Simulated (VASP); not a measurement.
# Ir (Fm-3m) in VASP: a series of runs, part 2 of 2

VASP 6.6.1. The steps go on from the part before.

## 6. Single point, PBE

This run uses another cell than the first one, of 14.50 Å³/atom, 0.996 times its volume.

Input file INCAR:

```
SYSTEM = Ir
PREC = Accurate
ENCUT = 520
EDIFF = 1E-6
ISMEAR = 0
SIGMA = 0.1
LREAL = .FALSE.
LASPH = .TRUE.
NELM = 60
ALGO = Fast
ISIF = 2
LWAVE = .FALSE.
LCHARG = .FALSE.
GGA = PE
NBANDS = 10
ISYM = 0
```

Input file KPOINTS:

```
regular mesh
0
G
  13 9 25
  0 0 0
```

Input file POSCAR:

```
Ir
1.0
    2.7369673413      0.0000000000      0.0000000000
    0.0000000000      3.8706563338      0.0000000000
    1.3684836706      1.9353281669      1.3684836706
Ir
1
Direct
    0.0000000000      0.0000000000      0.0000000000
```

Potentials or basis: VASP PAW PBE potentials, release 64 (Ir).

Command:

```bash
$ cat potpaw_PBE.64/Ir/POTCAR > POTCAR
$ mpirun -np 1 vasp_std > vasp.out
```

OUTCAR:

```text
SYSTEM = Ir
   PREC = Accurate
   ENCUT = 520
   EDIFF = 1E-6
   ISMEAR = 0
   LREAL = .FALSE.
   LASPH = .TRUE.
   NELM = 60
   ISIF = 2
   GGA = PE
   ISYM = 0

 ion  position               nearest neighbor table
   1  0.000  0.000  0.000-

IMPORTANT INFORMATION: All symmetrisations will be switched off!
NOSYMM: (Re-)initialisation of all symmetry stuff for point group C_1.

----------------------------------------------------------------------------------------

[... 483 lines left out ...]

  FORCE on cell =-STRESS in cart. coord.  units (eV):
  Direction    XX          YY          ZZ          XY          YZ          ZX
  --------------------------------------------------------------------------------------
  -------------------------------------------------------------------------------------
  Total        0.0084320      0.0673628      0.0424854      0.0007601      0.0004305      0.0112493
  in kB        0.9318512      7.4445251      4.6952208      0.0840062      0.0475766      1.2432085
  external PRESSURE =       4.3571991 kB  Pullay stress =       0.0000000 kB

 VOLUME and BASIS-vectors are now :
 -----------------------------------------------------------------------------
  energy-cutoff  :      520.00
  volume of cell :       14.50
      direct lattice vectors                 reciprocal lattice vectors
     2.736967341  0.000000000  0.000000000     0.365367896  0.000000000 -0.365367896
     0.000000000  3.870656334  0.000000000     0.000000000  0.258354117 -0.365367896
     1.368483671  1.935328167  1.368483671     0.000000000  0.000000000  0.730735793

 POSITION                                       TOTAL-FORCE (eV/Angst)
 -----------------------------------------------------------------------------------
      0.00000      0.00000      0.00000         0.000000      0.000002     -0.000001
 -----------------------------------------------------------------------------------
    total drift:                                0.000000      0.000002     -0.000001

  FREE ENERGIE OF THE ION-ELECTRON SYSTEM (eV)
  ---------------------------------------------------
  free  energy   TOTEN  =        -8.8512768316 eV

  energy  without entropy=       -8.8458841664  energy(sigma->0) =       -8.84858050
```

OSZICAR:

```text
N       E                     dE             d eps       ncg     rms          rms(c)
DAV:   1     0.476742541265E+02    0.47674E+02   -0.43609E+03 29598   0.816E+02
DAV:   2    -0.849895215662E+01   -0.56173E+02   -0.53375E+02 30012   0.195E+02
DAV:   3    -0.940904507749E+01   -0.91009E+00   -0.90694E+00 34050   0.302E+01
DAV:   4    -0.941742568683E+01   -0.83806E-02   -0.83787E-02 32932   0.269E+00
DAV:   5    -0.941759710900E+01   -0.17142E-03   -0.17142E-03 33242   0.371E-01    0.143E+01
RMM:   6    -0.893830241069E+01    0.47929E+00   -0.40983E-01 30290   0.799E+00    0.562E+00
RMM:   7    -0.885532291888E+01    0.82979E-01   -0.17369E-01 31127   0.384E+00    0.154E+00
RMM:   8    -0.885485388444E+01    0.46903E-03   -0.18875E-02 35878   0.167E+00    0.123E+00
RMM:   9    -0.885270523578E+01    0.21486E-02   -0.36825E-03 36790   0.507E-01    0.544E-01
RMM:  10    -0.885122703090E+01    0.14782E-02   -0.30813E-03 31048   0.800E-01    0.147E-01
RMM:  11    -0.885128554902E+01   -0.58518E-04   -0.24748E-04 36972   0.146E-01    0.125E-01
RMM:  12    -0.885129507201E+01   -0.95230E-05   -0.42507E-05 36587   0.499E-02    0.146E-01
RMM:  13    -0.885127594118E+01    0.19131E-04   -0.63951E-05 32988   0.871E-02    0.100E-02
RMM:  14    -0.885127683162E+01   -0.89044E-06   -0.98428E-06 35781   0.301E-02
   1 F= -.88512768E+01 E0= -.88485805E+01  d E =-.539267E-02
```

stdout:

```text
POSCAR found type information on POSCAR Ir
 POSCAR found :  1 types and       1 ions
 scaLAPACK will be used
 LDA part: xc-table for (Slater+PW92), standard interpolation
 -----------------------------------------------------------------------------
|                                                                             |
|           W    W    AA    RRRRR   N    N  II  N    N   GGGG   !!!           |
|           W    W   A  A   R    R  NN   N  II  NN   N  G    G  !!!           |
|           W    W  A    A  R    R  N N  N  II  N N  N  G       !!!           |
|           W WW W  AAAAAA  RRRRR   N  N N  II  N  N N  G  GGG   !            |
|           WW  WW  A    A  R   R   N   NN  II  N   NN  G    G                |
|           W    W  A    A  R    R  N    N  II  N    N   GGGG   !!!           |
|                                                                             |
|     Your reciprocal lattice and k-lattice belong to different lattice       |
|     classes:                                                                |
|                                                                             |
|        The reciprocal lattice is body-centered cubic,                       |
|        whereas your k-lattice is triclinic.                                 |
|                                                                             |
|     Results are often still useful ...                                      |
|                                                                             |
 -----------------------------------------------------------------------------

 POSCAR, INCAR and KPOINTS ok, starting setup
 FFT: planning ... GRIDC
 FFT: planning ... GRID_SOFT
 FFT: planning ... GRID
 WAVECAR not read
 entering main loop
```

It took 3.1 min on 1 thread of AMD EPYC 7R13 (Zen 3), shared host; peak memory 0.3 GiB.

Results:

```yaml
Free_energy: -8.8513 eV
Pressure: 0.4 GPa
```

Caveat: spin-orbit coupling is left out, which moves the levels of the heavy elements.

## 7. Overview

| task | cell | k mesh | cutoff (eV) | gap on the mesh (eV) | pressure (GPa) | relaxed volume (Å³/atom) |
| --- | --- | --- | --- | --- | --- | --- |
| single point | a = 2.741 Å, angles 60.0°, 1 atom | 8 × 8 × 8 | 520 | none | 0.4 | - |
| relaxation of cell and atoms | relaxed from a = 2.715 Å, angles 60.0°, 1 atom | 8 × 8 × 8 | 600 | none | 0.1 | 14.57 |
| single point | a = 2.737 Å, angles 60.0°, 1 atom | 18 × 18 × 18 | 520 | none | 0.5 | - |
| relaxation of cell and atoms | relaxed from a = 2.741 Å, angles 60.0°, 1 atom | 18 × 18 × 18 | 600 | none | 0.0 | 14.52 |
| single point | a = 2.737, b = 3.871 Å, angles 45.0, 60.0, 90.0°, 1 atom | 13 × 9 × 25 | 520 | none | 0.4 | - |

Alike in all rows: level PBE; potentials or basis VASP PAW PBE potentials, release 64 (Ir); no spin polarisation; smearing gaussian 0.1 eV.

Caveats: spin-orbit coupling is left out, which moves the levels of the heavy elements.

Absolute energies hang on the potentials; compare differences alone.
